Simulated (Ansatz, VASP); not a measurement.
## Two plane-wave programs on Mg2CdS3

INCAR

```
  PREC = Accurate
  ENCUT = 520
  EDIFF = 1E-7
  ISMEAR = 0
  SIGMA = 0.1
  LREAL = False
  LASPH = True
  NELM = 80
  ALGO = Normal
  ISIF = 2
  LWAVE = False
  LCHARG = True
  GGA = PE
  LELF = True
  LVHAR = True
  NBANDS = 46
```

File KPOINTS:

```
regular mesh
0
Gamma
  4 2 4
```

Contents of POSCAR:

```
Mg2CdS3
1.0
    0.0000000000     -4.0896898116      0.0000000000
    8.1793796233      0.0000000000      0.0000000000
   -2.0448449058      2.0448449058      8.6242615142
Mg Cd S
4 2 6
Direct
    0.8308654297      0.4154327148      0.6617308593
    0.8308654297      0.9154327148      0.6617308593
    0.1691345703      0.0845672852      0.3382691407
    0.1691345703      0.5845672852      0.3382691407
    0.5000000000      0.2500000000      0.0000000000
    0.5000000000      0.7500000000      0.0000000000
    0.5890493343      0.0445246671      0.1780986685
    0.5890493343      0.5445246671      0.1780986685
    0.2500000000      0.3750000000      0.5000000000
    0.2500000000      0.8750000000      0.5000000000
    0.9109506657      0.2054753329      0.8219013315
    0.9109506657      0.7054753329      0.8219013315
```

Input for Ansatz:

```yaml
crystal:
  lattice:
    - [0.0, -4.0896898116, 0.0]
    - [8.1793796233, 0.0, 0.0]
    - [-2.0448449058, 2.0448449058, 8.6242615142]
  atoms:
    - { symbol: Mg, position: [0.8308654297, 0.4154327148, 0.6617308593] }
    - { symbol: Mg, position: [0.8308654297, 0.9154327148, 0.6617308593] }
    - { symbol: Mg, position: [0.1691345703, 0.0845672852, 0.3382691407] }
    - { symbol: Mg, position: [0.1691345703, 0.5845672852, 0.3382691407] }
    - { symbol: Cd, position: [0.5, 0.25, 0.0] }
    - { symbol: Cd, position: [0.5, 0.75, 0.0] }
    - { symbol: S, position: [0.5890493343, 0.0445246671, 0.1780986685] }
    - { symbol: S, position: [0.5890493343, 0.5445246671, 0.1780986685] }
    - { symbol: S, position: [0.25, 0.375, 0.5] }
    - { symbol: S, position: [0.25, 0.875, 0.5] }
    - { symbol: S, position: [0.9109506657, 0.2054753329, 0.8219013315] }
    - { symbol: S, position: [0.9109506657, 0.7054753329, 0.8219013315] }
basis:
  ecutwfc: 420
kpoints:
  mp_grid: { grid: [4, 2, 4] }
hamiltonian:
  xc: pbe
scf:
  occupations: { method: gaussian, width: 0.1 }
  lower_state_search: "off"
output:
  forces: true
  stress: true
  eigenvalues: true
```

Alike in both runs: task single point; functional PBE; k mesh 4 × 2 × 4; occupations gaussian, width 0.1 eV; no spin polarisation.

|  | VASP | Ansatz |
| --- | --- | --- |
| version | VASP 6.6.1 | Ansatz 0.2.0 |
| potentials or method | VASP PAW PBE potentials, release 64 (Mg, Cd, S), cutoff 520 eV | scalar-relativistic, plane waves, PAW |
| valence electrons in the cell | 68 | 116 |

Ansatz gave:

* gap on the k mesh at the Fermi level (eV): 2.37
* least direct gap on the mesh (eV): 2.37
* pressure (GPa): 0.0
* traceless stress, the component that is largest in VASP (GPa): -0.08
* rms of the force components (eV/Å): 0.003

**Question.** Which values does VASP return?

**Answer.** gap on the k mesh at the Fermi level (eV): 2.37; least direct gap on the mesh (eV): 2.37; pressure (GPa): 0.0; traceless stress, the component that is largest in VASP (GPa): -0.07; rms of the force components (eV/Å): 0.019.

Atom by atom the forces differ by 0.015 eV/Å (rms over components). The functional is the same, so the differences come from potentials, cutoffs and numerics. VASP's potentials hold 68 valence electrons a cell and Ansatz's 116, so a difference there can come from the potentials and not from the codes.
